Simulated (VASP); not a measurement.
Here is a VASP 6.6.1 calculation.

Contents of INCAR:

```
PREC = Accurate ; ENCUT = 520
EDIFF = 1E-6 ; ISMEAR = 0
SIGMA = 0.03 ; LREAL = F
LASPH = T ; NELM = 150
ALGO = Normal ; ISIF = 2
LWAVE = F ; LCHARG = F
ISPIN = 2 ; MAGMOM = 2 0
LORBIT = 11 ; LMAXMIX = 4
GGA = PE ; NBANDS = 18
```

Contents of KPOINTS:

```
regular mesh
0
Gamma
  11 11 11
```

The input POSCAR:

```
CoO
1.0
    0.0000000000      2.1315000000      2.1315000000
    2.1315000000      0.0000000000      2.1315000000
    2.1315000000      2.1315000000      0.0000000000
Co O
1 1
Direct
    0.0000000000      0.0000000000      0.0000000000
    0.5000000000      0.5000000000      0.5000000000
```

Potentials or basis: VASP PAW PBE potentials, release 64 (Co, O).

Launch:

```bash
$ cat potpaw_PBE.64/Co/POTCAR potpaw_PBE.64/O/POTCAR > POTCAR
$ mpirun -np 1 vasp_std > vasp.out
```

Question: What does it give for the net moment?

Answer: 2.92 μB per cell.

Question: Predict the pressure.

Answer: -2.6 GPa.

Caveat: a cell with one magnetic atom can't hold antiferromagnetic order, which such compounds often take.
